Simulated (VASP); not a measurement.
# MgI2 (P-3m1) in VASP: notebook

Runs on MgI2. Level: PBE+D3(BJ). Tasks: single point.

Program: VASP 6.6.1. These are calculated values, not measurements. Logs are shortened: lines on timing, memory, paths and dates and some standing lists are left out, and cuts for length are marked.

### 1 The cell of the first run

It takes space group P-3m1 (No. 164, trigonal). The conventional cell has a = 4.154 Å, b = 4.154 Å, c = 7.136 Å, α = 90.00°, β = 90.00°, γ = 120.00°. Mg (site symmetry -3m) has 6 I at 2.96 Å within 3.9 Å. I (site symmetry 3m) has 3 Mg at 2.96 Å within 3.9 Å.

### 2 Single point, PBE+D3(BJ) (strain +0.000 along x and y, +0.040 along z)

File INCAR:

```
SYSTEM = MgI2
ALGO = Normal
EDIFF = 1E-7
ENCUT = 520
GGA = PE
ISIF = 2
ISMEAR = 0
IVDW = 12
LASPH = .TRUE.
LCHARG = .TRUE.
LELF = .TRUE.
LREAL = .FALSE.
LVHAR = .TRUE.
LWAVE = .FALSE.
NBANDS = 15
NELM = 60
PREC = Accurate
SIGMA = 0.05
```

File KPOINTS:

```
k-points
0
G
  6 6 4
  0 0 0
```

File POSCAR:

```
MgI2
1.0
    4.1537001214      0.0000000000      0.0000000000
   -2.0768500607      3.5972098248      0.0000000000
    0.0000000000      0.0000000000      7.1364800000
Mg I
1 2
Direct
    0.0000000000      0.0000000000      0.0000000000
    0.3333333333      0.6666666667      0.7576300000
    0.6666666667      0.3333333333      0.2423700000
```

Potentials or basis: VASP PAW PBE potentials, release 64 (Mg, I).

Run with:

```sh
$ cat potpaw_PBE.64/Mg/POTCAR potpaw_PBE.64/I/POTCAR > POTCAR
$ mpirun -np 1 vasp_std > vasp.out
```

OUTCAR:

```text
SYSTEM = MgI2
   EDIFF = 1E-7
   ENCUT = 520
   GGA = PE
   ISIF = 2
   ISMEAR = 0
   IVDW = 12
   LASPH = .TRUE.
   LREAL = .FALSE.
   NELM = 60
   PREC = Accurate
 IVDW          = 12

 ion  position               nearest neighbor table
   1  0.000  0.000  0.000-   2 2.96   3 2.96   2 2.96   3 2.96   3 2.96   2 2.96
   2  0.333  0.667  0.758-   1 2.96   1 2.96   1 2.96
   3  0.667  0.333  0.242-   1 2.96   1 2.96   1 2.96

  LATTYP: Found a hexagonal cell.
 ALAT       =     4.1537001214
 C/A-ratio  =     1.7181018830

  Lattice vectors:

 A1 = (   4.1537001214,   0.0000000000,   0.0000000000)
 A2 = (  -2.0768500607,   3.5972098248,   0.0000000000)
 A3 = (   0.0000000000,   0.0000000000,   7.1364800000)

Analysis of symmetry for initial positions (statically):
=====================================================================
 Subroutine PRICEL returns:
 Original cell was already a primitive cell.

 Routine SETGRP: Setting up the symmetry group for a
 hexagonal supercell.

 Subroutine GETGRP returns: Found 12 space group operations
 (whereof 12 operations were pure point group operations)
 out of a pool of 24 trial point group operations.

The static configuration has the point symmetry D_3d.

Analysis of symmetry for dynamics (positions and initial velocities):
=====================================================================
 Subroutine PRICEL returns:
 Original cell was already a primitive cell.

 Routine SETGRP: Setting up the symmetry group for a
 hexagonal supercell.

 Subroutine GETGRP returns: Found 12 space group operations
 (whereof 12 operations were pure point group operations)
 out of a pool of 24 trial point group operations.

The dynamic configuration has the point symmetry D_3d.

 Subroutine INISYM returns: Found 12 space group operations
 (whereof 12 operations are pure point group operations),
 and found     1 'primitive' translations

----------------------------------------------------------------------------------------

                                     Primitive cell

  volume of cell :     106.6314

  direct lattice vectors                    reciprocal lattice vectors
     4.153700121  0.000000000  0.000000000     0.240749205  0.138996618  0.000000000
    -2.076850061  3.597209825  0.000000000     0.000000000  0.277993236  0.000000000
     0.000000000  0.000000000  7.136480000     0.000000000  0.000000000  0.140125104

  length of vectors
     4.153700121  4.153700121  7.136480000     0.277993236  0.277993236  0.140125104

  position of ions in fractional coordinates (direct lattice)
     0.000000000  0.000000000  0.000000000
     0.333333333  0.666666667  0.757630000
     0.666666667  0.333333333  0.242370000

  ion indices of the primitive-cell ions
   primitive index   ion index
                 1           1
                 2           2
                 3           3

----------------------------------------------------------------------------------------

 KPOINTS: k-points

Automatic generation of k-mesh.
 Grid dimensions read from file:
 generate k-points for:    6    6    4

 Generating k-lattice:

  Cartesian coordinates                     Fractional coordinates (reciprocal lattice)
     0.040124867  0.023166103  0.000000000     0.166666667 -0.000000000  0.000000000
     0.000000000  0.046332206  0.000000000     0.000000000  0.166666667  0.000000000
     0.000000000  0.000000000  0.035031276     0.000000000  0.000000000  0.250000000

  Length of vectors
     0.046332206  0.046332206  0.035031276

  Shift w.r.t. Gamma in fractional coordinates (k-lattice)
     0.000000000  0.000000000  0.000000000

 Subroutine IBZKPT returns following result:
 ===========================================

 Found     24 irreducible k-points:

 Following reciprocal coordinates:
            Coordinates               Weight
  0.000000  0.000000  0.000000      1.000000
  0.166667  0.000000  0.000000      6.000000
  0.333333  0.000000  0.000000      6.000000
  0.500000  0.000000  0.000000      3.000000
  0.166667  0.166667  0.000000      6.000000
  0.333333  0.166667  0.000000     12.000000
[... 16 lines left out ...]
  0.333333  0.166667  0.500000     12.000000
  0.333333  0.333333  0.500000      2.000000
   k-points           NKPTS =     24   k-points in BZ     NKDIM =     24   number of bands    NBANDS=     15
   number of dos      NEDOS =    301   number of ions     NIONS =      3
   total plane-waves  NPLWV =  55296
   dimension x,y,z NGX =    32 NGY =   32 NGZ =   54
   dimension x,y,z NGXF=    64 NGYF=   64 NGZF=  108
   ions per type =               1   2
   NGX,Y,Z   is equivalent  to a cutoff of  12.81, 12.81, 12.58 a.u.
   NGXF,Y,Z  is equivalent  to a cutoff of  25.62, 25.62, 25.16 a.u.
 SYSTEM =  MgI2
   PREC   = accura    normal or accurate (medium, high low for compatibility)
   ISTART =      0    job   : 0-new  1-cont  2-samecut
   ICHARG =      2    charge: 1-file 2-atom 10-const
   ISPIN  =      1    spin polarized calculation?
   LNONCOLLINEAR =      F non collinear calculations
   LSORBIT =      F    spin-orbit coupling
   LASPH  =      T    aspherical Exc in radial PAW
   ENCUT  =  520.0 eV  38.22 Ry    6.18 a.u.   7.72  7.72 13.27*2*pi/ulx,y,z
   NELM   =     60;   NELMIN=  2; NELMDL= -5     # of ELM steps
   EDIFF  = 0.1E-06   stopping-criterion for ELM
   LREAL  =      F    real-space projection
   EDIFFG = 0.1E-05   stopping-criterion for IOM
   NSW    =      0    number of steps for IOM
   IBRION =     -1    ionic relax: 0-MD 1-quasi-New 2-CG
   NFREE  =      0    steps in history (QN), initial steepest desc. (CG)
   ISIF   =      2    stress and relaxation
   ISYM   =      2    0-nonsym 1-usesym 2-fastsym
   POTIM  = 0.5000    time-step for ionic-motion
   TEBEG  =    0.0;   TEEND  =   0.0 temperature during run
   PSTRESS=    0.0 pullay stress
   NELECT =      16.0000    total number of electrons
   NUPDOWN=      -1.0000    fix difference up-down
   EMIN   =  10.00;   EMAX   =-10.00  energy-range for DOS
   EFERMI =   0.00;   METHOD = LEGACY
   ISMEAR =     0;   SIGMA  =   0.05  broadening in eV -4-tet -1-fermi 0-gaus
   EFERMI_NEDOS =   21; number of points for ismear=-14 and -15
   IALGO  =     38    algorithm
   IMIX   =      4    mixing-type and parameters
     AMIX     =   0.40;   BMIX     =  1.00
     AMIX_MAG =   1.60;   BMIX_MAG =  1.00
  volume/ion in A,a.u.               =      35.54       239.86
  Fermi-wavevector in a.u.,A,eV,Ry     =   0.869934  1.643938 10.296697  0.756786
  Thomas-Fermi vector in A             =   1.988828
   LORBIT       =      0    0 simple, 1 ext, 2 COOP (PROOUT), +10 PAW based schemes
   GGA     = PE    functional components
   LHFCALC =     F    Hartree Fock is set to
   AEXX    =    0.0000 exact exchange contribution
   IVDW    =    12    specifies the selected vdW correction
   LEPSILON=     F    determine dielectric tensor
   LRPA    =     F    only Hartree local field effects (RPA)
 non-spin polarized calculation
 Gauss-broadening in eV      SIGMA  =   0.05
  energy-cutoff  :      520.00
  volume of cell :      106.63
 maximum number of plane-waves:      2906
 NGX is ok and might be reduce to    32
   NGX = 15   NGY = 15   NGZ = 27

 number of electron      16.0000000 magnetization

 Free energy of the ion-electron system (eV)
  ---------------------------------------------------
  ext. energy  EPLUGINS =         0.00000000
  ---------------------------------------------------
  free energy    TOTEN  =        -7.70586088 eV

  energy without entropy =       -7.70586088  energy(sigma->0) =       -7.70586088

 E-fermi :   2.1807     XC(G=0):  -8.0487

 val. band max:        1.9668251681   @ k =   0.0000   0.0000   0.0000
 cond. band min:       5.4185007743   @ k =   0.5000   0.0000   0.5000
 fundamental gap:      3.4516756062
 Fermi energy:         2.1806574421

 k-point     1 :       0.0000    0.0000    0.0000
  band No.  band energies     occupation
      1      -9.9666      2.00000
      2      -9.3810      2.00000
      3      -1.4632      2.00000
      4       1.6543      2.00000
      5       1.6543      2.00000
      6       1.7892      2.00000
      7       1.9668      2.00000
      8       1.9668      2.00000
      9       5.5457      0.00000
     10       6.8510      0.00000
     11       8.7440      0.00000
     12       8.7440      0.00000
     13       9.2392      0.00000
     14      10.1873      0.00000
     15      10.1873      0.00000

 k-point     2 :       0.1667    0.0000    0.0000
  band No.  band energies     occupation
      1      -9.8313      2.00000
      2      -9.3040      2.00000
      3      -1.2742      2.00000
      4       0.6734      2.00000
      5       1.1095      2.00000
      6       1.3596      2.00000
      7       1.7278      2.00000
      8       1.8924      2.00000
      9       6.3798      0.00000
     10       7.4265      0.00000
     11       8.1761      0.00000
     12       9.0658      0.00000
     13       9.1316      0.00000
     14      10.0046      0.00000
     15      10.6010      0.00000

 k-point     3 :       0.3333    0.0000    0.0000
  band No.  band energies     occupation
      1      -9.5127      2.00000
      2      -9.1613      2.00000
      3      -1.0937      2.00000
      4      -0.5029      2.00000
      5       0.0847      2.00000
      6       0.9338      2.00000
      7       1.4422      2.00000
      8       1.6628      2.00000
      9       6.0106      0.00000
     10       7.3485      0.00000
     11       7.8294      0.00000
     12       9.0467      0.00000
     13       9.2405      0.00000
     14      10.5161      0.00000
     15      11.0561      0.00000

 k-point     4 :       0.5000    0.0000    0.0000
  band No.  band energies     occupation
      1      -9.2961      2.00000
      2      -9.1251      2.00000
      3      -1.4865      2.00000
      4      -0.7763      2.00000
      5       0.1827      2.00000
      6       0.7582      2.00000
      7       1.0748      2.00000
      8       1.5438      2.00000
      9       5.5785      0.00000
     10       7.2458      0.00000
     11       7.4268      0.00000
     12       8.9035      0.00000
     13       9.4793      0.00000
     14      11.0417      0.00000
     15      11.4458      0.00000
[... 307 lines left out ...]
 k-point    22 :       0.1667    0.1667    0.5000
  band No.  band energies     occupation
      1      -9.5104      2.00000
      2      -9.2987      2.00000
      3      -0.9239      2.00000
      4      -0.2208      2.00000
      5       0.5446      2.00000
      6       0.9454      2.00000
      7       1.2320      2.00000
      8       1.3577      2.00000
      9       6.4922      0.00000
     10       7.8313      0.00000
     11       8.6840      0.00000
     12       8.6964      0.00000
     13       9.2630      0.00000
     14       9.5840      0.00000
     15      10.5971      0.00000

 k-point    23 :       0.3333    0.1667    0.5000
  band No.  band energies     occupation
      1      -9.2608      2.00000
      2      -9.1635      2.00000
      3      -1.3094      2.00000
      4      -0.8356      2.00000
      5       0.1794      2.00000
      6       0.4924      2.00000
      7       1.2128      2.00000
      8       1.3425      2.00000
      9       6.0991      0.00000
     10       7.4418      0.00000
     11       8.1017      0.00000
     12       8.8434      0.00000
     13       9.0225      0.00000
     14      10.1844      0.00000
     15      11.2709      0.00000

 k-point    24 :       0.3333    0.3333    0.5000
  band No.  band energies     occupation
      1      -9.1453      2.00000
      2      -9.1453      2.00000
      3      -1.0527      2.00000
      4      -0.6207      2.00000
      5      -0.6207      2.00000
      6      -0.1576      2.00000
      7       1.3437      2.00000
      8       1.3437      2.00000
      9       6.5119      0.00000
     10       7.5900      0.00000
     11       7.5900      0.00000
     12       9.1811      0.00000
     13      10.3430      0.00000
     14      10.6515      0.00000
     15      10.8594      0.00000

------------------------ aborting loop because EDIFF is reached ----------------------------------------

 Edisp (eV)   -0.89205

 E8    (eV) :    -0.3994

  FORCE on cell =-STRESS in cart. coord.  units (eV):
  Direction    XX          YY          ZZ          XY          YZ          ZX
  --------------------------------------------------------------------------------------
  -------------------------------------------------------------------------------------
  Total      -0.72722    -0.72722    -1.25510     0.00000    -0.00000     0.00000
  in kB     -10.92672   -10.92672   -18.85829     0.00000    -0.00000     0.00000
  external pressure =      -13.57 kB  Pullay stress =        0.00 kB

 VOLUME and BASIS-vectors are now :
 -----------------------------------------------------------------------------
  energy-cutoff  :      520.00
  volume of cell :      106.63
      direct lattice vectors                 reciprocal lattice vectors
     4.153700121  0.000000000  0.000000000     0.240749205  0.138996618  0.000000000
    -2.076850061  3.597209825  0.000000000     0.000000000  0.277993236  0.000000000
     0.000000000  0.000000000  7.136480000     0.000000000  0.000000000  0.140125104

 POSITION                                       TOTAL-FORCE (eV/Angst)
 -----------------------------------------------------------------------------------
      0.00000      0.00000      0.00000        -0.000000      0.000000      0.000000
     -0.00000      2.39814      5.40681         0.000000      0.000000      0.259295
      2.07685      1.19907      1.72967         0.000000     -0.000000     -0.259295
 -----------------------------------------------------------------------------------
    total drift:                               -0.000000      0.000000     -0.000000

  FREE ENERGIE OF THE ION-ELECTRON SYSTEM (eV)
  ---------------------------------------------------
  free  energy   TOTEN  =        -8.5979109989 eV

  energy  without entropy=       -8.5979109989  energy(sigma->0) =       -8.59791100
```

It took 84 s on 1 thread of Intel Xeon 8259CL, shared host; peak memory 0.25 GiB.

Results:

| Quantity | Value |
| --- | --- |
| Free energy | -8.5979 eV |
| Pressure | -1.4 GPa |
| Largest force | 0.259 eV/Å |
| Band gap on the k mesh | 3.45 eV (least direct gap 3.58 eV) |
| Dispersion energy per atom | -0.297 eV |

Forces in eV/Å, atoms in the order of the input:
```
Mg   0.000  0.000  0.000
I    0.000  0.000  0.259
I    0.000  0.000 -0.259
```

Levels at points of the mesh, in eV from the valence-band top:
```
           k point  band 4  band 5  band 6  band 7  band 8  band 9  band 10  band 11  band 12  band 13
(0.00, 0.00, 0.00)   -0.31   -0.31   -0.18    0.00    0.00    3.58     4.88     6.78     6.78     7.27
(0.50, 0.00, 0.00)   -2.74   -1.78   -1.21   -0.89   -0.42    3.61     5.28     5.46     6.94     7.51
(0.00, 0.00, 0.50)   -1.42   -0.23   -0.23   -0.08   -0.08    4.56     4.91     6.64     6.64     7.80
(0.50, 0.00, 0.50)   -3.05   -1.18   -1.07   -0.82   -0.61    3.45     5.14     5.62     6.01     7.55
```

Caveat: the cell differs from its parent crystal (strain +0.000 along x and y, +0.040 along z); spin-orbit coupling is left out, which moves the levels of the heavy elements.

(Continued in part 2 of 2.)
